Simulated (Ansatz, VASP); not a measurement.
PdPtC6N6 in VASP and in Ansatz

Contents of INCAR:

```
SYSTEM = PdPtC6N6
PREC = Accurate
ENCUT = 520
EDIFF = 1E-7
ISMEAR = 0
SIGMA = 0.1
LREAL = .FALSE.
LASPH = .TRUE.
NELM = 100
ALGO = Normal
ISIF = 2
LWAVE = .FALSE.
LCHARG = .FALSE.
GGA = PE
NBANDS = 50
```

Contents of KPOINTS:

```
regular mesh
0
G
  4 4 4
  0 0 0
```

The input POSCAR:

```
PdPtC6N6
1.0
    0.0000000000      5.1155000000      5.1155000000
    5.1155000000      0.0000000000      5.1155000000
    5.1155000000      5.1155000000      0.0000000000
Pd Pt C N
1 1 6 6
Direct
    0.0000000000      0.0000000000      0.0000000000
    0.5000000000      0.5000000000      0.5000000000
    0.8105757000      0.1894243000      0.1894243000
    0.1894243000      0.8105757000      0.1894243000
    0.1894243000      0.1894243000      0.8105757000
    0.1894243000      0.8105757000      0.8105757000
    0.8105757000      0.1894243000      0.8105757000
    0.8105757000      0.8105757000      0.1894243000
    0.6962173800      0.3037826200      0.3037826200
    0.3037826200      0.6962173800      0.3037826200
    0.3037826200      0.3037826200      0.6962173800
    0.3037826200      0.6962173800      0.6962173800
    0.6962173800      0.3037826200      0.6962173800
    0.6962173800      0.6962173800      0.3037826200
```

Input for Ansatz:

```yaml
crystal:
  lattice:
    - [0.0, 5.1155, 5.1155]
    - [5.1155, 0.0, 5.1155]
    - [5.1155, 5.1155, 0.0]
  atoms:
    - { symbol: Pd, position: [0.0, 0.0, 0.0] }
    - { symbol: Pt, position: [0.5, 0.5, 0.5] }
    - { symbol: C, position: [0.8105757, 0.1894243, 0.1894243] }
    - { symbol: C, position: [0.1894243, 0.8105757, 0.1894243] }
    - { symbol: C, position: [0.1894243, 0.1894243, 0.8105757] }
    - { symbol: C, position: [0.1894243, 0.8105757, 0.8105757] }
    - { symbol: C, position: [0.8105757, 0.1894243, 0.8105757] }
    - { symbol: C, position: [0.8105757, 0.8105757, 0.1894243] }
    - { symbol: "N", position: [0.69621738, 0.30378262, 0.30378262] }
    - { symbol: "N", position: [0.30378262, 0.69621738, 0.30378262] }
    - { symbol: "N", position: [0.30378262, 0.30378262, 0.69621738] }
    - { symbol: "N", position: [0.30378262, 0.69621738, 0.69621738] }
    - { symbol: "N", position: [0.69621738, 0.30378262, 0.69621738] }
    - { symbol: "N", position: [0.69621738, 0.69621738, 0.30378262] }
basis:
  ecutwfc: 420
kpoints:
  mp_grid: { grid: [4, 4, 4] }
hamiltonian:
  xc: pbe
scf:
  occupations: { method: gaussian, width: 0.1 }
  lower_state_search: "off"
output:
  forces: true
  stress: true
  eigenvalues: true
```

Alike in both runs: task single point; functional PBE; k mesh 4 × 4 × 4; occupations gaussian, width 0.1 eV; no spin polarisation.

|  | VASP | Ansatz |
| --- | --- | --- |
| version | VASP 6.6.1 | Ansatz 0.2.0 |
| potentials or method | VASP PAW PBE potentials, release 64 (Pd, Pt, C, N), cutoff 520 eV | scalar-relativistic, plane waves, PAW |
| valence electrons in the cell | 74 | 90 |

|  | VASP | Ansatz | Ansatz less VASP |
| --- | --- | --- | --- |
| gap on the k mesh at the Fermi level (eV) | none | none | - |
| pressure (GPa) | 10.4 | 10.1 | -0.25 |
| rms of the force components (eV/Å) | 1.067 | 1.265 | +0.1983 |

Atom by atom the forces differ by 0.203 eV/Å (rms over components). A gap of «none» marks a metal or a gap that the smearing closes. With one functional, cell and mesh, what is left measures potentials, basis and numerics. VASP's potentials hold 74 valence electrons a cell and Ansatz's 90, so a difference there can come from the potentials and not from the codes.

Spin-orbit coupling is off throughout. Noted on VASP's run: the standard files for N, O and F lose accuracy on very short bonds.
